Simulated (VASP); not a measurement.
# GdRe (Pm-3m) in VASP: notebook, part 2 of 2

VASP 6.6.1. The steps go on from the part before.

## Step 5: Single point, PBE+U, collinear spin, ferrimagnetic start

Contents of INCAR:

```
PREC     = Accurate       # precision mode
ENCUT    = 520            # plane-wave cutoff, eV
EDIFF    = 1E-7           # SCF threshold, eV
ISMEAR   = 0              # smearing method
SIGMA    = 0.05           # smearing width, eV
LREAL    = F              # projectors in reciprocal space
LASPH    = T              # aspherical terms in the spheres
NELM     = 150            # most SCF steps
ALGO     = Normal         # electronic algorithm
ISIF     = 2              # what is computed and relaxed
LWAVE    = F              # write WAVECAR
LCHARG   = T              # write CHGCAR
ISPIN    = 2              # spin polarisation
MAGMOM   = 7.79 -0.21     # initial moments
LORBIT   = 11             # projections on sites
LMAXMIX  = 6              # l up to which the mixer works
LDAU     = T              # DFT+U
LDAUTYPE = 2            
LDAUL    = 3 -1           # shell
LDAUU    = 6 0            # U, eV
LDAUJ    = 0 0          
LDAUPRINT= 1            
GGA      = PE             # functional
LELF     = T              # ELF
LVHAR    = T            
NBANDS   = 24             # bands
```

Contents of KPOINTS:

```
Automatic mesh
0
Gamma
  8 8 8
```

Contents of POSCAR:

```
GdRe
1.0
    3.4753604083      0.0000000000      0.0000000000
    0.0000000000      3.4753604083      0.0000000000
    0.0000000000      0.0000000000      3.4753604083
Gd Re
1 1
Direct
    0.0000000000      0.0000000000      0.0000000000
    0.5000000000      0.5000000000      0.5000000000
```

Potentials or basis: VASP PAW PBE potentials, release 64 (Gd, Re).

Launch:

```sh
$ cat potpaw_PBE.64/Gd/POTCAR potpaw_PBE.64/Re/POTCAR > POTCAR
$ mpirun -np 1 vasp_std > vasp.out
```

OUTCAR:

```text
PREC = Accurate
   ENCUT = 520
   EDIFF = 1E-7
   ISMEAR = 0
   LREAL = F
   LASPH = T
   NELM = 150
   ISIF = 2
   ISPIN = 2
   LORBIT = 11
   GGA = PE

 ion  position               nearest neighbor table
   1  0.000  0.000  0.000-   2 3.01   2 3.01   2 3.01   2 3.01   2 3.01   2 3.01   2 3.01   2 3.01

   2  0.500  0.500  0.500-   1 3.01   1 3.01   1 3.01   1 3.01   1 3.01   1 3.01   1 3.01   1 3.01

  LATTYP: Found a simple cubic cell.
 ALAT       =     3.4753604083

  Lattice vectors:

 A1 = (   3.4753604083,   0.0000000000,   0.0000000000)
 A2 = (   0.0000000000,   3.4753604083,   0.0000000000)
 A3 = (   0.0000000000,   0.0000000000,   3.4753604083)

Analysis of symmetry for initial positions (statically):
=====================================================================
 Subroutine PRICEL returns:
 Original cell was already a primitive cell.

 Routine SETGRP: Setting up the symmetry group for a
[... 243 lines left out ...]
      5      -1.8467      1.00000
      6      -1.8467      1.00000
[... 1289 lines left out ...]
     23      13.9051      0.00000
     24      15.6067      0.00000

 [... further k-points ...]

------------------------ aborting loop because EDIFF is reached ----------------------------------------

  FORCE on cell =-STRESS in cart. coord.  units (eV):
  Direction    XX          YY          ZZ          XY          YZ          ZX
  --------------------------------------------------------------------------------------
  -------------------------------------------------------------------------------------
  Total        0.0278616      0.0278616      0.0278616     -0.0000000      0.0000000      0.0000000
  in kB        1.0634514      1.0634514      1.0634514     -0.0000000      0.0000000      0.0000000
  external PRESSURE =       1.0634514 kB  Pullay stress =       0.0000000 kB

 VOLUME and BASIS-vectors are now :
 -----------------------------------------------------------------------------
  energy-cutoff  :      520.00
  volume of cell :       41.98
      direct lattice vectors                 reciprocal lattice vectors
     3.475360408  0.000000000  0.000000000     0.287739941  0.000000000  0.000000000
     0.000000000  3.475360408  0.000000000     0.000000000  0.287739941  0.000000000
     0.000000000  0.000000000  3.475360408     0.000000000  0.000000000  0.287739941

 POSITION                                       TOTAL-FORCE (eV/Angst)
 -----------------------------------------------------------------------------------
      0.00000      0.00000      0.00000         0.000000      0.000000      0.000000
      1.73768      1.73768      1.73768         0.000000      0.000000      0.000000
 -----------------------------------------------------------------------------------
    total drift:                               -0.000000      0.000000     -0.000000

  FREE ENERGIE OF THE ION-ELECTRON SYSTEM (eV)
  ---------------------------------------------------
  free  energy   TOTEN  =       -22.5128191748 eV

  energy  without entropy=      -22.5091503443  energy(sigma->0) =      -22.51098476

 total charge

# of ion       s       p       d       f       tot
--------------------------------------------------
    1        2.068   5.604   0.714   6.952  15.338
    2        0.595   0.261   4.858   0.000   5.714
--------------------------------------------------
tot          2.663   5.866   5.572   6.952  21.052

 magnetization (x)

# of ion       s       p       d       f       tot
--------------------------------------------------
    1        0.003  -0.069   0.102   6.888   6.923
    2       -0.008   0.028  -0.155   0.000  -0.135
--------------------------------------------------
tot         -0.005  -0.042  -0.053   6.888   6.788
```

OSZICAR:

```text
N       E                     dE             d eps       ncg     rms          rms(c)
DAV:   1     0.145946970408E+03    0.14595E+03   -0.87687E+03  5352   0.533E+03
DAV:   2     0.287685821308E+01   -0.14307E+03   -0.12085E+03  6248   0.540E+02
DAV:   3    -0.158378319397E+02   -0.18715E+02   -0.17954E+02  5656   0.119E+02
DAV:   4    -0.178952579497E+02   -0.20574E+01   -0.20248E+01  6368   0.253E+01
DAV:   5    -0.181077141914E+02   -0.21246E+00   -0.21204E+00  5208   0.940E+00    0.571E+01
DAV:   6    -0.223885239248E+02   -0.42808E+01   -0.13531E+01  5368   0.207E+02    0.588E+01
DAV:   7    -0.225067031738E+02   -0.11818E+00   -0.15642E+00  6048   0.178E+01    0.343E+01
DAV:   8    -0.225184161059E+02   -0.11713E-01   -0.20483E-01  6472   0.642E+00    0.143E+01
DAV:   9    -0.224951921629E+02    0.23224E-01   -0.56806E-02  5072   0.642E+00    0.628E+00
DAV:  10    -0.225098804428E+02   -0.14688E-01   -0.27705E-02  5688   0.406E+00    0.395E+00
DAV:  11    -0.225125645856E+02   -0.26841E-02   -0.77483E-03  6440   0.106E+00    0.186E+00
DAV:  12    -0.225127944630E+02   -0.22988E-03   -0.12940E-03  6248   0.361E-01    0.599E-01
DAV:  13    -0.225128175429E+02   -0.23080E-04   -0.21907E-04  6248   0.202E-01    0.159E-01
DAV:  14    -0.225128109119E+02    0.66310E-05   -0.43358E-05  5256   0.181E-01    0.773E-02
DAV:  15    -0.225128158809E+02   -0.49690E-05   -0.30352E-05  6392   0.557E-02    0.710E-02
DAV:  16    -0.225128191380E+02   -0.32571E-05   -0.79159E-06  5800   0.562E-02    0.447E-02
DAV:  17    -0.225128191748E+02   -0.36784E-07   -0.73953E-07  5752   0.115E-02
   1 F= -.22512819E+02 E0= -.22510985E+02  d E =-.366883E-02  mag=     7.1236
```

Run time: 46 s. Hardware: 1 thread of Intel Xeon 6975P-C (Granite Rapids), shared host; peak memory 0.22 GiB.

Results:

| Item | Value |
| --- | --- |
| Free energy | -22.5128 eV |
| Pressure | 0.1 GPa |
| Net moment | 7.12 μB per cell |
| Site moments | Gd +6.92; Re -0.14 μB |
| Valence electrons inside the program's atomic spheres | Gd 15.34; Re 5.71 |

Eigenvalues of the final occupation matrices:
```
    site  spin  trace                         eigenvalues
site 1 f     1   6.93  0.99 0.99 0.99 0.99 0.99 0.99 0.99
site 1 f     2   0.03  0.00 0.00 0.00 0.01 0.01 0.01 0.01
```

Caveat: spin-orbit coupling is left out, which moves the levels of the heavy elements. The state reached can hang on the start; a lower one may exist.

## Step 6: Single point, PBE+U, collinear spin, ferromagnetic start

Contents of INCAR:

```
SYSTEM = GdRe
ALGO = Normal
EDIFF = 1E-6
ENCUT = 520
GGA = PE
ISIF = 2
ISMEAR = 0
ISPIN = 2
LASPH = .TRUE.
LCHARG = .TRUE.
LDAU = .TRUE.
LDAUJ = 0 0
LDAUL = 3 -1
LDAUPRINT = 1
LDAUTYPE = 2
LDAUU = 6 0
LELF = .TRUE.
LMAXMIX = 6
LORBIT = 11
LREAL = .FALSE.
LVHAR = .TRUE.
LWAVE = .FALSE.
MAGMOM = 0.5 0
NBANDS = 24
NELM = 150
PREC = Accurate
SIGMA = 0.05
```

Contents of KPOINTS:

```
k-points
0
G
  8 8 8
  0 0 0
```

POSCAR is that of step 5.

Potentials or basis: VASP PAW PBE potentials, release 64 (Gd, Re).

Launch:

```sh
$ cat potpaw_PBE.64/Gd/POTCAR potpaw_PBE.64/Re/POTCAR > POTCAR
$ mpirun -np 1 vasp_std > vasp.out
```

It took 1.9 min on 1 thread of Intel Xeon 6975P-C (Granite Rapids), shared host; peak memory 0.23 GiB.

It converged, with:

- Free energy: -22.5128 eV
- Pressure: -0.1 GPa
- Net moment: 7.12 μB per cell
- Site moments: Gd +6.92; Re -0.14 μB
- Valence electrons inside the program's atomic spheres: Gd 15.34; Re 5.71

Levels at points of the mesh, in eV from the Fermi level:
Spin up:
| k point | band 12 | band 13 | band 14 | band 15 | band 16 | band 17 | band 18 | band 19 | band 20 | band 21 |
| --- | --- | --- | --- | --- | --- | --- | --- | --- | --- | --- |
| (0.00, 0.00, 0.00) | -6.25 | -3.25 | -3.25 | 0.10 | 0.10 | 0.10 | 3.78 | 3.78 | 7.31 | 7.31 |
| (0.50, 0.00, 0.00) | -2.81 | -2.18 | -1.57 | 0.11 | 0.11 | 0.64 | 0.90 | 2.18 | 2.67 | 2.67 |
| (0.50, 0.50, 0.00) | -4.08 | -3.06 | -1.46 | -1.46 | 1.84 | 1.88 | 2.45 | 2.45 | 4.53 | 7.43 |
| (0.50, 0.50, 0.50) | -0.87 | -0.87 | -0.87 | -0.73 | -0.73 | -0.73 | 1.97 | 1.97 | 3.94 | 7.79 |
Spin down:
| k point | band 5 | band 6 | band 7 | band 8 | band 9 | band 10 | band 11 | band 12 | band 13 | band 14 |
| --- | --- | --- | --- | --- | --- | --- | --- | --- | --- | --- |
| (0.00, 0.00, 0.00) | -5.96 | -3.07 | -3.07 | 0.13 | 0.13 | 0.13 | 4.39 | 4.39 | 4.77 | 4.77 |
| (0.50, 0.00, 0.00) | -2.48 | -1.83 | -1.67 | -0.05 | -0.05 | 0.58 | 1.41 | 1.99 | 3.40 | 3.40 |
| (0.50, 0.50, 0.00) | -3.89 | -2.81 | -1.34 | -1.34 | 1.79 | 1.86 | 2.73 | 2.73 | 4.73 | 4.73 |
| (0.50, 0.50, 0.50) | -0.69 | -0.69 | -0.69 | -0.28 | -0.28 | -0.28 | 1.87 | 1.87 | 2.85 | 4.87 |

Eigenvalues of the final occupation matrices:
```
    site  spin  trace                         eigenvalues
site 1 f     1   6.93  0.99 0.99 0.99 0.99 0.99 0.99 0.99
site 1 f     2   0.03  0.00 0.00 0.00 0.01 0.01 0.01 0.01
```

Caveat: spin-orbit coupling is left out, which moves the levels of the heavy elements.

## Step 7: Overview

| spin | cell | k mesh | gap on the mesh (eV) | pressure (GPa) | moment (μB) |
| --- | --- | --- | --- | --- | --- |
| collinear, ferromagnetic start | a = 3.475 Å, 2 atoms | 6 × 6 × 6 | none | 0.6 | 6.51 |
| collinear, ferrimagnetic start | a = 3.428 Å, 2 atoms | 8 × 8 × 8 | none | 5.2 | 7.03 |
| collinear, ferrimagnetic start | a = 3.475 Å, 2 atoms | 8 × 8 × 8 | none | 0.1 | 7.12 |
| collinear, ferromagnetic start | a = 3.475 Å, 2 atoms | 8 × 8 × 8 | none | -0.1 | 7.12 |

Alike in all rows: task single point; level PBE+U; potentials or basis VASP PAW PBE potentials, release 64 (Gd, Re); Gd f U = 6.0 eV; cutoff (eV) 520; smearing gaussian 0.05 eV.

Every run on the cell as given and a fine mesh finds a metal.

Caveats: spin-orbit coupling is left out, which moves the levels of the heavy elements.

Absolute energies hang on the potentials; compare differences alone.
